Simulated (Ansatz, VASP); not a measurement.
## Mg: VASP beside Ansatz

```
Mg
1.0
     3.18776    0.00000    0.00000
    -1.59388    2.76068    0.00000
     0.00000    0.00000    5.17533
Mg
2
Direct
  0.66667 0.33333 0.75000
  0.33333 0.66667 0.25000
```

Alike in both runs: task single point; functional revPBE; k mesh 10 × 10 × 5; occupations fermi-dirac, width 0.05 eV; no spin polarisation.

|  | VASP | Ansatz |
| --- | --- | --- |
| version | VASP 6.6.1 | Ansatz 0.2.0 |
| potentials or method | VASP PAW PBE potentials, release 64 (Mg) | Ansatz PAW |
| plane-wave cutoff (eV) | 520 | 420 |
| valence electrons in the cell | 4 | 20 |

Ansatz gave:

| Quantity | Value |
| --- | --- |
| gap on the k mesh at the Fermi level (eV) | none |
| pressure (GPa) | 1.3 |
| traceless stress, the component that is largest in VASP (GPa) | 0.69 |

Q: What did VASP give for the same quantities?

A: gap on the k mesh at the Fermi level (eV): none; pressure (GPa): 1.1; traceless stress, the component that is largest in VASP (GPa): 0.70.

VASP's potentials were made for PBE, not for revPBE. A gap of «none» marks a metal or a gap that the smearing closes. With one functional, cell and mesh, what is left measures potentials, basis and numerics. VASP's potentials hold 4 valence electrons a cell and Ansatz's 20, so a difference there can come from the potentials and not from the codes.
